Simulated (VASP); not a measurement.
# ZnSe (zincblende type) (F-43m) in VASP: notebook, part 2 of 2

VASP 6.6.1.

### Step 4. Relaxation of cell and atoms, PBE, target pressure 57 GPa, at which the enthalpy is minimised

This run uses another cell than the first one, of 14.80 Å³/atom, 0.941 times its volume.

File INCAR:

```
  PREC = Accurate
  ENCUT = 600
  EDIFF = 1E-7
  ISMEAR = -1
  SIGMA = 0.1
  LREAL = F
  LASPH = T
  NELM = 60
  ALGO = Normal
  ISIF = 3
  LWAVE = F
  LCHARG = F
  GGA = PE
  IBRION = 2
  NSW = 60
  EDIFFG = -0.005
  PSTRESS = 570.0
```

File KPOINTS:

```
regular mesh
0
Gamma
  13 13 13
```

File POSCAR:

```
ZnSe
1.0
    0.0000000000      2.4549965915      2.4549965915
    2.4549965915      0.0000000000      2.4549965915
    2.4549965915      2.4549965915      0.0000000000
Zn Se
1 1
Direct
    0.0000000000      0.0000000000      0.0000000000
    0.2500000000      0.2500000000      0.2500000000
```

Potentials or basis: VASP PAW PBE potentials, release 64 (Zn, Se).

Launch:

```
cat potpaw_PBE.64/Zn/POTCAR potpaw_PBE.64/Se/POTCAR > POTCAR
mpirun -np 1 vasp_std > vasp.out
```

OUTCAR:

```text
PREC = Accurate
   ENCUT = 600
   EDIFF = 1E-7
   ISMEAR = -1
   LREAL = F
   LASPH = T
   NELM = 60
   ISIF = 3
   GGA = PE
   IBRION = 2
   NSW = 60
   EDIFFG = -0.005
   PSTRESS = 570.0

 ion  position               nearest neighbor table
   1  0.000  0.000  0.000-   2 2.13   2 2.13   2 2.13   2 2.13
   2  0.250  0.250  0.250-   1 2.13   1 2.13   1 2.13   1 2.13

  LATTYP: Found a face centered cubic cell.
 ALAT       =     4.9099931830

  Lattice vectors:

 A1 = (   0.0000000000,   2.4549965915,   2.4549965915)
 A2 = (   2.4549965915,   0.0000000000,   2.4549965915)
 A3 = (   2.4549965915,   2.4549965915,   0.0000000000)

Analysis of symmetry for initial positions (statically):
=====================================================================
 Subroutine PRICEL returns:
[... 675 lines left out ...]

[... ionic steps 4 to 14 ...]

--------------------------------------- Ionic step       15  -------------------------------------------

 number of electron      18.0000013 magnetization

------------------------ aborting loop because EDIFF is reached ----------------------------------------
[... 71 lines left out ...]
--------------------------------------- Ionic step       17  -------------------------------------------

 number of electron      18.0000013 magnetization

 Free energy of the ion-electron system (eV)
  ---------------------------------------------------
  ext. energy  EPLUGINS =         0.00000000
  ---------------------------------------------------
  free energy    TOTEN  =        -4.10547160 eV

  energy without entropy =       -4.10547003  energy(sigma->0) =       -4.10547082

 E-fermi :   6.5246     XC(G=0): -11.1006

 val. band max:        5.5509793358   @ k =   0.0000   0.0000   0.0000
 cond. band min:       7.4699160421   @ k =   0.4615   0.4615   0.0000
 fundamental gap:      1.9189367063
 Fermi energy:         6.5246017826

 k-point     1 :       0.0000    0.0000    0.0000
  band No.  band energies     occupation
      1     -10.8443      2.00000
      2      -3.1102      2.00000
      3      -3.1102      2.00000
      4      -3.1102      2.00000
      5      -2.3276      2.00000
      6      -2.3276      2.00000
      7       5.5510      1.99988
      8       5.5510      1.99988
      9       5.5510      1.99988
     10       8.5007      0.00000
     11      10.9656      0.00000
     12      10.9656      0.00000
     13      10.9656      0.00000
[... 401 lines left out ...]
  energy  without entropy=       -4.1054700270  energy(sigma->0) =       -4.10547082

  enthalpy is  TOTEN    =         7.1264563338 eV   P V=       11.2319279384

 reached required accuracy - stopping structural energy minimisation
```

OSZICAR:

```text
N       E                     dE             d eps       ncg     rms          rms(c)
DAV:   1     0.100432022256E+03    0.10043E+03   -0.10364E+04  2197   0.201E+03
DAV:   2     0.228881231285E+01   -0.98143E+02   -0.93273E+02  2269   0.323E+02
DAV:   3    -0.365955025770E+01   -0.59484E+01   -0.59126E+01  2729   0.790E+01
DAV:   4    -0.370934052623E+01   -0.49790E-01   -0.49779E-01  2379   0.726E+00
[... 122 lines left out ...]
DAV:   1    -0.410549119433E+01    0.36781E-02   -0.23287E-04  2659   0.424E-01    0.322E-02
DAV:   2    -0.410547372535E+01    0.17469E-04   -0.61631E-05  2604   0.303E-01    0.134E-02
DAV:   3    -0.410547196780E+01    0.17575E-05   -0.20400E-06  2612   0.277E-02    0.667E-03
DAV:   4    -0.410547164362E+01    0.32418E-06   -0.80019E-07  2589   0.123E-02    0.214E-03
DAV:   5    -0.410547160457E+01    0.39050E-07   -0.48633E-08  1092   0.491E-03
  17 F= 0.71264563E+01 E0= 0.71264571E+01  d E =-.157670E-04
```

CONTCAR:

```text
ZnSe
   1.00000000000000
    -0.0000000000000000    2.5085341239380821    2.5085341239380816
     2.5085341239380821    0.0000000000000000    2.5085341239380816
     2.5085341239380821    2.5085341239380821   -0.0000000000000000
  Zn              Se
     1     1
Direct
     0.0000000000000000    0.0000000000000000    0.0000000000000000
     0.2500000000000000    0.2500000000000000    0.2500000000000000

  0.00000000E+00  0.00000000E+00  0.00000000E+00
  0.00000000E+00  0.00000000E+00  0.00000000E+00
```

Wall time 4 min (1 thread of Intel Xeon 6975P-C, shared host); peak memory 0.2 GiB.

What came out:

```yaml
Free_energy: -4.1055 eV
Relaxed_volume: 15.79 Å³/atom
Relaxed_cell: a = 3.548 Å, b = 3.548 Å, c = 3.548 Å, α = 60.00°, β = 60.00°, γ = 60.00°
Space_group_after_relaxing_to_0.05_Å: F-43m (No. 216)
Energy_change_on_relaxing_the_enthalpy_is_what_falls: -409.6 meV/atom
Ionic_steps: 17
Pressure_after_relaxing: 57.0 GPa
Band_gap_on_the_k_mesh: 1.92 eV, indirect (least direct gap 2.95 eV)
```

The path:
```
step  energy change (eV)  largest force (eV/Å)  pressure (GPa)  volume (Å³)
   1              0.0000                0.0000           76.60        29.59
   2             -2.2711                0.0000           20.12        38.04
   3             -0.8766                0.0000           55.63        31.73
   4             -0.8231                0.0000           56.92        31.58
   5             -0.8086                0.0000           57.27        31.54
   6             -0.8091                0.0000           57.25        31.54
   7             -0.8108                0.0000           57.22        31.55
   8             -0.8108                0.0000           57.22        31.55
   9             -0.8108                0.0000           57.22        31.55
  10             -0.8109                0.0000           57.21        31.55
  11             -0.8111                0.0000           57.20        31.55
  12             -0.8115                0.0000           57.20        31.55
  13             -0.8123                0.0000           57.17        31.55
  14             -0.8138                0.0000           57.15        31.56
  15             -0.8168                0.0000           57.06        31.56
  16             -0.8228                0.0000           56.90        31.58
  17             -0.8191                0.0000           57.04        31.57
```

Final structure:
```xyz
2
Lattice="0.0000 2.5085 2.5085 2.5085 0.0000 2.5085 2.5085 2.5085 0.0000" Properties=species:S:1:pos:R:3 pbc="T T T"
Zn    0.0000    0.0000    0.0000
Se    1.2543    1.2543    1.2543
```

Caveat: the cell is relaxed towards a set pressure, so the enthalpy falls and the energy may rise.

### Step 5. Relaxation of cell and atoms, PBE, target pressure 57 GPa, at which the enthalpy is minimised

File INCAR:

```
SYSTEM = ZnSe
  PREC = Accurate
  ENCUT = 600
  EDIFF = 1E-6
  ISMEAR = -1
  SIGMA = 0.1
  LREAL = .False.
  LASPH = .True.
  NELM = 60
  ALGO = Normal
  ISIF = 3
  LWAVE = .False.
  LCHARG = .False.
  GGA = PE
  IBRION = 2
  NSW = 32
  EDIFFG = -0.005
  PSTRESS = 570.0
```

File KPOINTS:

```
Automatic mesh
0
Gamma
  13 13 13
  0 0 0
```

File POSCAR:

```
ZnSe
1.0
    0.0000000000      2.5055882713      2.5055882713
    2.5055882713      0.0000000000      2.5055882713
    2.5055882713      2.5055882713      0.0000000000
Zn Se
1 1
Direct
    0.0000000000      0.0000000000      0.0000000000
    0.2500000000      0.2500000000      0.2500000000
```

Launch:

```
cat potpaw_PBE.64/Zn/POTCAR potpaw_PBE.64/Se/POTCAR > POTCAR
mpirun -np 1 vasp_std > vasp.out
```

Wall time 67 s (1 thread of Intel Xeon 6975P-C, shared host); peak memory 0.2 GiB.

The run converged. Its results:

```yaml
Free_energy: -4.1067 eV
Relaxed_volume: 15.79 Å³/atom
Relaxed_cell: a = 3.548 Å, b = 3.548 Å, c = 3.548 Å, α = 60.00°, β = 60.00°, γ = 60.00°
Space_group_after_relaxing_to_0.05_Å: F-43m (No. 216)
Energy_change_on_relaxing_the_enthalpy_is_what_falls: -20.3 meV/atom
Ionic_steps: 3
Pressure_after_relaxing: 57.0 GPa
Band_gap_on_the_k_mesh: 1.92 eV, indirect (least direct gap 2.95 eV)
```

Step by step:
```csv
step,energy change (eV),largest force (eV/Å),pressure (GPa),volume (Å³)
1,0.0000,0.0000,57.99,31.46
2,-0.1555,0.0000,54.17,31.90
3,-0.0407,0.0000,57.00,31.57
```

Final structure:
```
CELL_PARAMETERS angstrom
0.00000 2.50860 2.50860
2.50860 0.00000 2.50860
2.50860 2.50860 0.00000
ATOMIC_POSITIONS crystal
Zn 0.00000 0.00000 0.00000
Se 0.25000 0.25000 0.25000
```

Levels at points of the mesh, in eV from the valence-band top:
| k point | band 6 | band 7 | band 8 | band 9 | band 10 | band 11 | band 12 | band 13 |
| --- | --- | --- | --- | --- | --- | --- | --- | --- |
| (0.00, 0.00, 0.00) | -7.88 | 0.00 | 0.00 | 0.00 | 2.95 | 5.41 | 5.41 | 5.41 |

Caveat: the cell is relaxed towards a set pressure, so the enthalpy falls and the energy may rise. A k mesh can miss the band edges.

### Step 6. The runs side by side

```tsv
task	cell	cutoff (eV)	gap on the mesh (eV)	pressure (GPa)
single point	a = 3.543 Å, angles 60.0°, 2 atoms	520	1.91	58.0
single point	a = 3.544 Å, angles 60.0°, 2 atoms	520	1.91	57.9
relaxation of cell and atoms	relaxed to 57 GPa from a = 3.472 Å, angles 60.0°, 2 atoms	600	1.92	57.0
relaxation of cell and atoms	relaxed to 57 GPa from a = 3.543 Å, angles 60.0°, 2 atoms	600	1.92	57.0
```

Alike in all rows: level PBE; potentials or basis VASP PAW PBE potentials, release 64 (Zn, Se); no spin polarisation; k mesh 13 × 13 × 13; smearing fermi-dirac 0.1 eV.

Caveats: the cell is relaxed towards a set pressure, so the enthalpy falls and the energy may rise (some runs).

Total energies depend on the potentials used, so only differences within one code and one set of settings carry meaning.
